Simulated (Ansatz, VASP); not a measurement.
**One calculation of TaSiF, two programs**

```xyz
3
Lattice="3.5777 0.0000 0.0000 0.0000 3.5777 0.0000 0.0000 0.0000 4.1442" Properties=species:S:1:pos:R:3 pbc="T T T"
Ta    0.0000    0.0000    2.0721
Si    1.7889    1.7889    2.0721
F     0.0000    0.0000    0.0000
```

Alike in both runs: functional PBE; k mesh 14 × 14 × 12; occupations gaussian, width 0.1 eV; no spin polarisation.

Ansatz relaxed the structure, and its values are those at the end. VASP's run is a single point on that final structure, the one shown.

|  | VASP | Ansatz |
| --- | --- | --- |
| version | VASP 6.6.1 | Ansatz 0.2.0 |
| potentials or method | VASP PAW PBE potentials, release 64 (Ta_pv, Si, F), cutoff 520 eV | scalar-relativistic, plane waves, PAW |
| valence electrons in the cell | 22 | 24 |

|  | VASP | Ansatz | Ansatz less VASP |
| --- | --- | --- | --- |
| gap on the k mesh at the Fermi level (eV) | none | none | - |
| pressure (GPa) | 0.1 | 0.0 | -0.04 |

A gap of «none» marks a metal or a gap that the smearing closes. VASP's potentials hold 22 valence electrons a cell and Ansatz's 24, so a difference there can come from the potentials and not from the codes.

Neither program's run includes spin-orbit coupling.
